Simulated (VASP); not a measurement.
# W (Pm-3m) in VASP: notebook, part 2 of 2

VASP 6.6.1.

**5. Single point, PBE**

This run uses another cell than the first one, of 17.70 Å³/atom.

Input file INCAR:

```
PREC     = Accurate       # precision mode
ENCUT    = 520            # plane-wave cutoff, eV
EDIFF    = 1E-7           # SCF threshold, eV
ISMEAR   = -1             # smearing method
SIGMA    = 0.06122561905347299 # smearing width, eV
LREAL    = F              # projectors in reciprocal space
LASPH    = T              # aspherical terms in the spheres
NELM     = 80             # most SCF steps
ALGO     = Normal         # electronic algorithm
ISIF     = 2              # what is computed and relaxed
LWAVE    = F              # write WAVECAR
LCHARG   = F              # write CHGCAR
GGA      = PE             # functional
NBANDS   = 13             # bands
```

Input file KPOINTS:

```
regular mesh
0
Gamma
  41 41 41
```

Input file POSCAR:

```
W
1.0
    2.6062828723      0.0000000000      0.0000000000
    0.0000000000      2.6062828723      0.0000000000
    0.0000000000      0.0000000000      2.6062828723
W
1
Direct
    0.0000000000      0.0000000000      0.0000000000
```

Potentials or basis: VASP PAW PBE potentials, release 64 (W_sv).

The run is started by

```bash
cat potpaw_PBE.64/W_sv/POTCAR > POTCAR
mpirun -np 1 vasp_std > vasp.out
```

OUTCAR:

```text
PREC = Accurate
   ENCUT = 520
   EDIFF = 1E-7
   ISMEAR = -1
   LREAL = F
   LASPH = T
   NELM = 80
   ISIF = 2
   GGA = PE

 ion  position               nearest neighbor table
   1  0.000  0.000  0.000-

  LATTYP: Found a simple cubic cell.
 ALAT       =     2.6062828723

  Lattice vectors:

 A1 = (   2.6062828723,   0.0000000000,   0.0000000000)
 A2 = (   0.0000000000,   2.6062828723,   0.0000000000)
 A3 = (   0.0000000000,   0.0000000000,   2.6062828723)

Analysis of symmetry for initial positions (statically):
=====================================================================
 Subroutine PRICEL returns:
 Original cell was already a primitive cell.

 Routine SETGRP: Setting up the symmetry group for a
 simple cubic supercell.

 Subroutine GETGRP returns: Found 48 space group operations
 (whereof 48 operations were pure point group operations)
 out of a pool of 48 trial point group operations.

The static configuration has the point symmetry O_h .

Analysis of symmetry for dynamics (positions and initial velocities):
=====================================================================
 Subroutine PRICEL returns:
[... 168 lines left out ...]
      5       1.0651      2.00000
      6       5.3015      2.00000
      7       5.3015      2.00000
      8      14.7328      0.00000
      9      14.7328      0.00000
     10      14.7328      0.00000
     11      24.7531      0.00000
     12      24.7531      0.00000
     13      24.7531      0.00000
[... 354 lines left out ...]
  band No.  band energies     occupation
      1     -64.2610      2.00000
      2     -27.9084      2.00000
      3     -27.8323      2.00000
      4     -27.8226      2.00000
      5       1.2657      2.00000
      6       5.3653      2.00000
      7       5.5049      2.00000
      8      14.3866      0.00000
      9      14.4250      0.00000
     10      14.7209      0.00000
     11      23.8562      0.00000
     12      25.0376      0.00000
     13      25.1997      0.00000

 [... further k-points ...]

------------------------ aborting loop because EDIFF is reached ----------------------------------------

  FORCE on cell =-STRESS in cart. coord.  units (eV):
  Direction    XX          YY          ZZ          XY          YZ          ZX
  --------------------------------------------------------------------------------------
  -------------------------------------------------------------------------------------
  Total        1.0115367      1.0115367      1.0115367     -0.0000000     -0.0000000     -0.0000000
  in kB       91.5435131     91.5435131     91.5435131     -0.0000000     -0.0000000     -0.0000000
  external PRESSURE =      91.5435131 kB  Pullay stress =       0.0000000 kB

 VOLUME and BASIS-vectors are now :
 -----------------------------------------------------------------------------
  energy-cutoff  :      520.00
  volume of cell :       17.70
      direct lattice vectors                 reciprocal lattice vectors
     2.606282872  0.000000000  0.000000000     0.383688206  0.000000000  0.000000000
     0.000000000  2.606282872  0.000000000     0.000000000  0.383688206  0.000000000
     0.000000000  0.000000000  2.606282872     0.000000000  0.000000000  0.383688206

 POSITION                                       TOTAL-FORCE (eV/Angst)
 -----------------------------------------------------------------------------------
      0.00000      0.00000      0.00000         0.000000      0.000000      0.000000
 -----------------------------------------------------------------------------------
    total drift:                                0.000000      0.000000      0.000000

  FREE ENERGIE OF THE ION-ELECTRON SYSTEM (eV)
  ---------------------------------------------------
  free  energy   TOTEN  =       -11.4954519487 eV

  energy  without entropy=      -11.4838840093  energy(sigma->0) =      -11.48966798
```

OSZICAR:

```text
N       E                     dE             d eps       ncg     rms          rms(c)
DAV:   1     0.882418104111E+02    0.88242E+02   -0.75301E+03 46256   0.120E+03
DAV:   2    -0.101458858873E+02   -0.98388E+02   -0.94044E+02 51376   0.314E+02
DAV:   3    -0.118903692353E+02   -0.17445E+01   -0.17355E+01 52251   0.410E+01
DAV:   4    -0.118991196029E+02   -0.87504E-02   -0.87499E-02 51226   0.320E+00
DAV:   5    -0.118992097641E+02   -0.90161E-04   -0.90161E-04 53041   0.307E-01    0.184E+01
DAV:   6    -0.115718635846E+02    0.32735E+00   -0.30941E-01 47481   0.692E+00    0.786E+00
DAV:   7    -0.114981078073E+02    0.73756E-01   -0.14645E-01 50261   0.456E+00    0.520E-01
DAV:   8    -0.114954741446E+02    0.26337E-02   -0.47722E-03 48136   0.886E-01    0.290E-02
DAV:   9    -0.114954590684E+02    0.15076E-04   -0.79503E-05 55041   0.117E-01    0.408E-02
DAV:  10    -0.114954523316E+02    0.67368E-05   -0.19151E-05 50536   0.561E-02    0.806E-03
DAV:  11    -0.114954519754E+02    0.35619E-06   -0.38089E-07 48716   0.693E-03    0.745E-04
DAV:  12    -0.114954519487E+02    0.26710E-07   -0.41500E-09 28038   0.723E-04
   1 F= -.11495452E+02 E0= -.11489668E+02  d E =-.115679E-01
```

Run time: 96 s. Hardware: 1 thread of Intel Xeon 6975P-C (Granite Rapids), shared host; peak memory 0.45 GiB.

What came out:

```
Free energy            : -11.4955 eV
Pressure               : 9.2 GPa
Band gap on the k mesh : zero (bands 7 and 8 overlap by 3.14 eV)
```

Levels at points of the mesh, in eV from the Fermi level:
| k point | band 5 | band 6 | band 7 | band 8 | band 9 | band 10 |
| --- | --- | --- | --- | --- | --- | --- |
| (0.00, 0.00, 0.00) | -8.75 | -4.51 | -4.51 | 4.92 | 4.92 | 4.92 |

Caveat: the cell stands under pressure; spin-orbit coupling is left out, which moves the levels of the heavy elements.

**6. Summary**

```csv
cell,k mesh,gap on the mesh (eV),pressure (GPa)
"a = 2.694 Å, 1 atom",21 × 21 × 21,none,-11.4
"a = 2.588 Å, 1 atom",41 × 41 × 41,none,14.7
"a = 2.606 Å, 1 atom",41 × 41 × 41,none,9.2
```

Alike in all rows: task single point; level PBE; potentials or basis VASP PAW PBE potentials, release 64 (W_sv); no spin polarisation; cutoff (eV) 520; smearing fermi-dirac 0.0612256 eV.

Caveats: spin-orbit coupling is left out, which moves the levels of the heavy elements; the cell stands under pressure (at least some runs); the cell stands under tension (at least some runs).

Absolute energies hang on the potentials; compare differences alone.
